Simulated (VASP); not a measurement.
# Ta (Im-3m) in VASP: a series of runs

Aim: see how the results for Ta move with the level of theory and the settings. Levels: PBE, PBEsol. Tasks: single point.

Program: VASP 6.6.1. These are calculated values, not measurements. Logs are shortened: lines on timing, memory, paths and dates and some standing lists are left out, and cuts for length are marked.

## (1) The cell of the first run

The structure is cubic, space group Im-3m (No. 229). The conventional cell has a = 3.303 Å, b = 3.303 Å, c = 3.303 Å, α = 90.00°, β = 90.00°, γ = 90.00°. Within 3.8 Å of Ta (site symmetry m-3m) lie 14 Ta at 2.86 to 3.30 Å.

## (2) Single point, PBE

Contents of INCAR:

```
  ALGO = Fast
  EDIFF = 1E-6
  ENCUT = 520
  GGA = PE
  ISIF = 2
  ISMEAR = 0
  LASPH = T
  LCHARG = F
  LREAL = F
  LWAVE = F
  NBANDS = 12
  NELM = 100
  PREC = Accurate
  SIGMA = 0.023
```

Contents of KPOINTS:

```
k-points
0
Gamma
  11 11 11
```

Contents of POSCAR:

```
Ta
1.0
   -1.6512800000      1.6512800000      1.6512800000
    1.6512800000     -1.6512800000      1.6512800000
    1.6512800000      1.6512800000     -1.6512800000
Ta
1
Direct
    0.0000000000      0.0000000000      0.0000000000
```

Potentials or basis: VASP PAW PBE potentials, release 64 (Ta_pv).

Started as:

```bash
> cat potpaw_PBE.64/Ta_pv/POTCAR > POTCAR
> mpirun -np 1 vasp_std > vasp.out
```

OUTCAR:

```text
EDIFF = 1E-6
   ENCUT = 520
   GGA = PE
   ISIF = 2
   ISMEAR = 0
   LASPH = T
   LREAL = F
   NELM = 100
   PREC = Accurate

 ion  position               nearest neighbor table
   1  0.000  0.000  0.000-

  LATTYP: Found a body centered cubic cell.
 ALAT       =     3.3025600000

  Lattice vectors:

 A1 = (  -1.6512800000,   1.6512800000,   1.6512800000)
 A2 = (   1.6512800000,  -1.6512800000,   1.6512800000)
 A3 = (   1.6512800000,   1.6512800000,  -1.6512800000)

Analysis of symmetry for initial positions (statically):
=====================================================================
 Subroutine PRICEL returns:
 Original cell was already a primitive cell.

 Routine SETGRP: Setting up the symmetry group for a
 body centered cubic supercell.

 Subroutine GETGRP returns: Found 48 space group operations
 (whereof 48 operations were pure point group operations)
 out of a pool of 48 trial point group operations.

The static configuration has the point symmetry O_h .

Analysis of symmetry for dynamics (positions and initial velocities):
=====================================================================
 Subroutine PRICEL returns:
 Original cell was already a primitive cell.

 Routine SETGRP: Setting up the symmetry group for a
 body centered cubic supercell.

 Subroutine GETGRP returns: Found 48 space group operations
 (whereof 48 operations were pure point group operations)
 out of a pool of 48 trial point group operations.

The dynamic configuration has the point symmetry O_h .

 Subroutine INISYM returns: Found 48 space group operations
 (whereof 48 operations are pure point group operations),
 and found     1 'primitive' translations

----------------------------------------------------------------------------------------

                                     Primitive cell

  volume of cell :      18.0104

  direct lattice vectors                    reciprocal lattice vectors
    -1.651280000  1.651280000  1.651280000     0.000000000  0.302795407  0.302795407
     1.651280000 -1.651280000  1.651280000     0.302795407  0.000000000  0.302795407
     1.651280000  1.651280000 -1.651280000     0.302795407  0.302795407  0.000000000

  length of vectors
     2.860100858  2.860100858  2.860100858     0.428217371  0.428217371  0.428217371

  position of ions in fractional coordinates (direct lattice)
     0.000000000  0.000000000  0.000000000

  ion indices of the primitive-cell ions
   primitive index   ion index
                 1           1

----------------------------------------------------------------------------------------

 KPOINTS: k-points

Automatic generation of k-mesh.
 Grid dimensions read from file:
 generate k-points for:   11   11   11

 Generating k-lattice:

  Cartesian coordinates                     Fractional coordinates (reciprocal lattice)
     0.000000000  0.027526855  0.027526855     0.090909091  0.000000000  0.000000000
     0.027526855  0.000000000  0.027526855     0.000000000  0.090909091  0.000000000
     0.027526855  0.027526855  0.000000000     0.000000000  0.000000000  0.090909091

  Length of vectors
     0.038928852  0.038928852  0.038928852

  Shift w.r.t. Gamma in fractional coordinates (k-lattice)
     0.000000000  0.000000000  0.000000000

 Subroutine IBZKPT returns following result:
 ===========================================

 Found     56 irreducible k-points:

 Following reciprocal coordinates:
            Coordinates               Weight
  0.000000  0.000000  0.000000      1.000000
  0.090909  0.000000  0.000000     12.000000
  0.181818  0.000000  0.000000     12.000000
  0.272727  0.000000  0.000000     12.000000
  0.363636  0.000000  0.000000     12.000000
  0.454545  0.000000  0.000000     12.000000
[... 16 lines left out ...]
  0.272727  0.181818  0.090909     48.000000
  0.363636  0.181818  0.090909     24.000000
 [... further k-points ...]
   k-points           NKPTS =     56   k-points in BZ     NKDIM =     56   number of bands    NBANDS=     12
   number of dos      NEDOS =    301   number of ions     NIONS =      1
   total plane-waves  NPLWV =  13824
   dimension x,y,z NGX =    24 NGY =   24 NGZ =   24
   dimension x,y,z NGXF=    48 NGYF=   48 NGZF=   48
   ions per type =               1
   NGX,Y,Z   is equivalent  to a cutoff of  13.95, 13.95, 13.95 a.u.
   NGXF,Y,Z  is equivalent  to a cutoff of  27.90, 27.90, 27.90 a.u.
 SYSTEM =  unknown system
   PREC   = accura    normal or accurate (medium, high low for compatibility)
   ISTART =      0    job   : 0-new  1-cont  2-samecut
   ICHARG =      2    charge: 1-file 2-atom 10-const
   ISPIN  =      1    spin polarized calculation?
   LNONCOLLINEAR =      F non collinear calculations
   LSORBIT =      F    spin-orbit coupling
   LASPH  =      T    aspherical Exc in radial PAW
   ENCUT  =  520.0 eV  38.22 Ry    6.18 a.u.   5.32  5.32  5.32*2*pi/ulx,y,z
   NELM   =    100;   NELMIN=  2; NELMDL= -5     # of ELM steps
   EDIFF  = 0.1E-05   stopping-criterion for ELM
   LREAL  =      F    real-space projection
   EDIFFG = 0.1E-04   stopping-criterion for IOM
   NSW    =      0    number of steps for IOM
   IBRION =     -1    ionic relax: 0-MD 1-quasi-New 2-CG
   NFREE  =      0    steps in history (QN), initial steepest desc. (CG)
   ISIF   =      2    stress and relaxation
   ISYM   =      2    0-nonsym 1-usesym 2-fastsym
   POTIM  = 0.5000    time-step for ionic-motion
   TEBEG  =    0.0;   TEEND  =   0.0 temperature during run
   PSTRESS=    0.0 pullay stress
   NELECT =      11.0000    total number of electrons
   NUPDOWN=      -1.0000    fix difference up-down
   EMIN   =  10.00;   EMAX   =-10.00  energy-range for DOS
   EFERMI =   0.00;   METHOD = LEGACY
   ISMEAR =     0;   SIGMA  =   0.02  broadening in eV -4-tet -1-fermi 0-gaus
   EFERMI_NEDOS =   21; number of points for ismear=-14 and -15
   IALGO  =     68    algorithm
   IMIX   =      4    mixing-type and parameters
     AMIX     =   0.40;   BMIX     =  1.00
     AMIX_MAG =   1.60;   BMIX_MAG =  1.00
  volume/ion in A,a.u.               =      18.01       121.54
  Fermi-wavevector in a.u.,A,eV,Ry     =   1.388988  2.624806 26.249534  1.929286
  Thomas-Fermi vector in A             =   2.513061
   LORBIT       =      0    0 simple, 1 ext, 2 COOP (PROOUT), +10 PAW based schemes
   GGA     = PE    functional components
   LHFCALC =     F    Hartree Fock is set to
   AEXX    =    0.0000 exact exchange contribution
   IVDW    =     0    specifies the selected vdW correction
   LEPSILON=     F    determine dielectric tensor
   LRPA    =     F    only Hartree local field effects (RPA)
 non-spin polarized calculation
 RMM-DIIS sequential band-by-band and
 Gauss-broadening in eV      SIGMA  =   0.02
  energy-cutoff  :      520.00
  volume of cell :       18.01
 maximum number of plane-waves:       494
 NGX is ok and might be reduce to    24
   NGX = 11   NGY = 11   NGZ = 11

 number of electron      11.0000002 magnetization

 Free energy of the ion-electron system (eV)
  ---------------------------------------------------
  ext. energy  EPLUGINS =         0.00000000
  ---------------------------------------------------
  free energy    TOTEN  =       -11.81530821 eV

  energy without entropy =      -11.81522517  energy(sigma->0) =      -11.81526669

 E-fermi :   5.4525     XC(G=0): -12.6163

 val. band max:        5.4264151189   @ k =   0.1818   0.0000   0.0000
 cond. band min:       5.5132225703   @ k =   0.3636   0.1818   0.0909
 fundamental gap:      0.0868074514
 Fermi energy:         5.4524969693

 k-point     1 :       0.0000    0.0000    0.0000
  band No.  band energies     occupation
      1     -27.5734      2.00000
      2     -27.5734      2.00000
      3     -27.5734      2.00000
      4      -2.4301      2.00000
      5       6.2278      0.00000
      6       6.2278      0.00000
      7       6.2278      0.00000
      8       9.5001      0.00000
      9       9.5001      0.00000
     10      20.4970      0.00000
     11      20.4970      0.00000
     12      20.4970      0.00000

 k-point     2 :       0.0909    0.0000    0.0000
  band No.  band energies     occupation
      1     -27.6745      2.00000
      2     -27.6045      2.00000
      3     -27.5739      2.00000
      4      -2.0645      2.00000
      5       5.9935      0.00000
      6       6.1471      0.00000
      7       6.5886      0.00000
      8       9.1530      0.00000
      9       9.5029      0.00000
     10      20.8125      0.00000
     11      21.1381      0.00000
     12      21.4181      0.00000

 k-point     3 :       0.1818    0.0000    0.0000
  band No.  band energies     occupation
      1     -27.9383      2.00000
      2     -27.6872      2.00000
      3     -27.5754      2.00000
      4      -1.0749      2.00000
      5       5.4264      1.89122
      6       5.7661      0.00000
      7       7.6413      0.00000
      8       8.8022      0.00000
      9       9.5590      0.00000
     10      20.1969      0.00000
     11      21.2270      0.00000
     12      22.9105      0.00000
[... 286 lines left out ...]
 k-point    23 :       0.2727    0.1818    0.0909
  band No.  band energies     occupation
      1     -28.5389      2.00000
      2     -28.0295      2.00000
      3     -27.7581      2.00000
      4       2.6355      2.00000
      5       3.9670      2.00000
      6       4.8681      2.00000
      7       9.8427      0.00000
      8      10.3962      0.00000
      9      14.6679      0.00000
     10      15.8722      0.00000
     11      19.5203      0.00000
     12      20.7030      0.00000

 k-point    24 :       0.3636    0.1818    0.0909
  band No.  band energies     occupation
      1     -28.5418      2.00000
      2     -28.1077      2.00000
      3     -27.7660      2.00000
      4       2.6600      2.00000
      5       3.9070      2.00000
      6       5.5132      0.00019
      7       9.9272      0.00000
      8      10.5009      0.00000
      9      14.5989      0.00000
     10      15.6150      0.00000
     11      18.8923      0.00000
     12      20.5843      0.00000

 [... further k-points ...]
[... 5 lines left out ...]
  --------------------------------------------------------------------------------------
  -------------------------------------------------------------------------------------
  Total        0.2519537      0.2519537      0.2519537      0.0000000      0.0000000     -0.0000000
  in kB       22.4134766     22.4134766     22.4134766      0.0000000      0.0000000     -0.0000000
  external PRESSURE =      22.4134766 kB  Pullay stress =       0.0000000 kB

 VOLUME and BASIS-vectors are now :
 -----------------------------------------------------------------------------
  energy-cutoff  :      520.00
  volume of cell :       18.01
      direct lattice vectors                 reciprocal lattice vectors
    -1.651280000  1.651280000  1.651280000     0.000000000  0.302795407  0.302795407
     1.651280000 -1.651280000  1.651280000     0.302795407  0.000000000  0.302795407
     1.651280000  1.651280000 -1.651280000     0.302795407  0.302795407  0.000000000

 POSITION                                       TOTAL-FORCE (eV/Angst)
 -----------------------------------------------------------------------------------
      0.00000      0.00000      0.00000        -0.000000      0.000000      0.000000
 -----------------------------------------------------------------------------------
    total drift:                                0.000000      0.000000      0.000000

  FREE ENERGIE OF THE ION-ELECTRON SYSTEM (eV)
  ---------------------------------------------------
  free  energy   TOTEN  =       -11.8153082092 eV

  energy  without entropy=      -11.8152251686  energy(sigma->0) =      -11.81526669
```

Run time: 7.4 s. Hardware: 1 thread of AMD EPYC 9R45 (Zen 5), shared host; peak memory 0.11 GiB.

Results:

| Quantity | Value |
| --- | --- |
| Free energy | -11.8153 eV |
| Pressure | 2.2 GPa |

Caveat: spin-orbit coupling is left out, which moves the levels of the heavy elements.

## (3) Single point, PBE

Contents of INCAR:

```
SYSTEM = Ta
PREC = Accurate ; ENCUT = 520
EDIFF = 1E-6 ; ISMEAR = 0
SIGMA = 0.024 ; LREAL = .False.
LASPH = .True. ; NELM = 80
ALGO = Normal ; ISIF = 2
LWAVE = .False. ; LCHARG = .False.
GGA = PE ; NBANDS = 12
```

Contents of KPOINTS:

```
regular mesh
0
Gamma
  11 11 11
  0 0 0
```

POSCAR is that of step 2.

Potentials or basis: VASP PAW PBE potentials, release 64 (Ta_pv).

Started as:

```bash
> cat potpaw_PBE.64/Ta_pv/POTCAR > POTCAR
> mpirun -np 1 vasp_std > vasp.out
```

It took 6.2 s on 1 thread of AMD EPYC 9R45 (Zen 5), shared host; peak memory 0.11 GiB.

The run converged. Its results:

- Free energy: -11.8153 eV
- Pressure: 2.2 GPa

Levels at points of the mesh, in eV from the Fermi level:
| k point | band 2 | band 3 | band 4 | band 5 | band 6 | band 7 | band 8 | band 9 |
| --- | --- | --- | --- | --- | --- | --- | --- | --- |
| (0.00, 0.00, 0.00) | -33.03 | -33.03 | -7.88 | 0.77 | 0.77 | 0.77 | 4.05 | 4.05 |

Caveat: spin-orbit coupling is left out, which moves the levels of the heavy elements.

(Continued in part 2 of 2.)
